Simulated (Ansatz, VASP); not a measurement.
**NaI: VASP beside Ansatz**

The input INCAR:

```
PREC = Accurate
ENCUT = 520
EDIFF = 1E-7
ISMEAR = 0
SIGMA = 0.05
LREAL = F
LASPH = T
NELM = 100
ALGO = Normal
ISIF = 2
LWAVE = F
LCHARG = F
GGA = PE
NBANDS = 14
```

Contents of KPOINTS:

```
regular mesh
0
Gamma
  6 6 6
```

File POSCAR:

```
NaI
1.0
    0.0000000000      3.3334920000      3.2849460000
    3.3334920000      0.0000000000      3.2849460000
    3.3334920000      3.3334920000      0.0000000000
Na I
1 1
Direct
    0.0000000000      0.0000000000      0.0000000000
    0.5000000000      0.5000000000      0.5000000000
```

Input for Ansatz:

```yaml
crystal:
  lattice:
    - [0.0, 3.333492, 3.284946]
    - [3.333492, 0.0, 3.284946]
    - [3.333492, 3.333492, 0.0]
  atoms:
    - { symbol: Na, position: [0.0, 0.0, 0.0] }
    - { symbol: I, position: [0.5, 0.5, 0.5] }
basis:
  ecutwfc: 420
kpoints:
  mp_grid: { grid: [6, 6, 6] }
hamiltonian:
  xc: pbe
scf:
  occupations: { method: gaussian, width: 0.05 }
output:
  forces: true
  stress: true
  eigenvalues: true
```

Change from the starting cell: strain +0.030 along x and y, +0.015 along z, atoms carried along.

Alike in both runs: task single point; functional PBE; k mesh 6 × 6 × 6; occupations gaussian, width 0.05 eV; no spin polarisation.

|  | VASP | Ansatz |
| --- | --- | --- |
| version | VASP 6.6.1 | Ansatz 0.2.0 |
| potentials or method | VASP PAW PBE potentials, release 64 (Na_pv, I), cutoff 520 eV | scalar-relativistic, plane waves, PAW |
| valence electrons in the cell | 14 | 26 |

```csv
,VASP,Ansatz,Ansatz less VASP
gap on the k mesh at the Fermi level (eV),3.45,3.45,+0.003
least direct gap on the mesh (eV),3.45,3.45,+0.003
pressure (GPa),-0.6,-0.6,-0.01
"traceless stress, the component that is largest in VASP (GPa)",0.16,0.16,-0.002
```

VASP's potentials hold 14 valence electrons a cell and Ansatz's 26, so a difference there can come from the potentials and not from the codes.

Spin-orbit coupling is off throughout.
